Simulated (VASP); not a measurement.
Set up this calculation in VASP 6.6.1, as the native input.

| Property | Result |
| --- | --- |
| Task | single point |
| Functional | PBEsol |
| Potentials or basis | VASP PAW PBE potentials, release 64 (Zr_sv) |
| Cutoff | 520 eV |
| k mesh | 6 × 6 × 4 |
| Occupations | gaussian, width 0.1 eV |
| Spin | no spin polarisation |
| Dipole correction | no |
| Further INCAR settings | ALGO = Normal; EDIFF = 1e-07; NBANDS = 19 |

The structure of Zr lies in POSCAR:

```
Zr
1.0
    3.0485661379      0.0000000000      0.0000000000
   -1.5242830689      2.6401357206      0.0000000000
    0.0000000000      0.0000000000      4.8196394144
Zr
2
Direct
    0.3333333333      0.6666666667      0.2500000000
    0.6666666667      0.3333333333      0.7500000000
```

The input as run:

INCAR

```
SYSTEM = Zr
ALGO = Normal
EDIFF = 1E-7
ENCUT = 520
GGA = PS
ISIF = 2
ISMEAR = 0
LASPH = .True.
LCHARG = .False.
LREAL = .False.
LWAVE = .False.
NBANDS = 19
NELM = 60
PREC = Accurate
SIGMA = 0.1
```

KPOINTS

```
k-points
0
Gamma
  6 6 4
  0 0 0
```

Potentials or basis: VASP PAW PBE potentials, release 64 (Zr_sv).

The run is started by

```console
$ cat potpaw_PBE.64/Zr_sv/POTCAR > POTCAR
$ mpirun -np 1 vasp_std > vasp.out
```

It gave:

The pressure is 17.7 GPa and the band gap on the k mesh is zero (band 12 reaches 11.88 eV, above the bottom of band 13 at 11.08 eV).

Caveat: the k points lie up to 0.40 Å⁻¹ apart; the PAW data sets were made with another functional, which shifts forces and pressure a little.

It took 18 s on 1 thread of AMD EPYC 7R43 64-Core Processor (Zen 3), on a shared host, peak memory 0.11 GiB.
